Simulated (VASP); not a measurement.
Crystal: Ta.

```xyz
2
Lattice="2.9004 0.0000 0.0000 -1.4502 2.5118 0.0000 0.0000 0.0000 5.1663" Properties=species:S:1:pos:R:3 pbc="T T T"
Ta    1.4502    0.8373    3.8747
Ta    0.0000    1.6745    1.2916
```

Base run:

- Program: VASP 6.6.1
- Functional: PBEsol
- Potentials or basis: VASP PAW PBE potentials, release 64 (Ta_pv)
- Cutoff: 520 eV
- k mesh: 9 × 9 × 4
- Occupations: gaussian, width 0.1 eV
- Spin: no spin polarisation

Its results: band gap on the k mesh zero (band 11 reaches 6.73 eV, above the bottom of band 12 at 4.76 eV); pressure -7.0 GPa.

Problem. The run is repeated on the same cell with these changes: k mesh from 9 × 9 × 4 to 6 × 6 × 4. What comes out?

Solution. Band gap on the k mesh zero (band 11 reaches 6.89 eV, above the bottom of band 12 at 4.68 eV); pressure -7.6 GPa.

Caveats: some runs use coarse meshes; the PAW data sets were made with another functional, which shifts forces and pressure a little; spin-orbit coupling is left out, which moves the levels of the heavy elements.
